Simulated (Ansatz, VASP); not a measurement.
**AlN in VASP and in Ansatz**

```
Al N
1.0
     3.11358    0.00000    0.00000
    -1.55679    2.69644    0.00000
     0.00000    0.00000    4.98313
Al N
2 2
Direct
  0.33333 0.66667 0.99999
  0.66667 0.33333 0.49999
  0.33333 0.66667 0.38201
  0.66667 0.33333 0.88201
```

Change from the starting cell: polar distortion scaled by 1.00.

Alike in both runs: task single point; functional LDA; k mesh 9 × 9 × 6; no spin polarisation.

|  | VASP | Ansatz |
| --- | --- | --- |
| version | VASP 6.6.1 | Ansatz 0.2.0 |
| potentials or method | VASP PAW LDA potentials, release 64 (Al, N), cutoff 520 eV | scalar-relativistic, plane waves, PAW |
| occupations | gaussian, width 0.01 eV | fixed |
| valence electrons in the cell | 16 | 16 |

```csv
,VASP,Ansatz,Ansatz less VASP
gap on the k mesh at the Fermi level (eV),4.21,4.20,-0.008
least direct gap on the mesh (eV),4.21,4.20,-0.008
pressure (GPa),-4.3,-4.9,-0.55
"traceless stress, the component that is largest in VASP (GPa)",0.20,0.21,+0.011
rms of the force components (eV/Å),0.007,0.007,+0.0001
```

Ansatz warns that its potentials were made for another functional, while VASP's fit it. LDA's correlation is that of Perdew and Zunger in VASP and of Perdew and Wang (1992) in Ansatz. Atom by atom the forces differ by 0.000 eV/Å (rms over components).
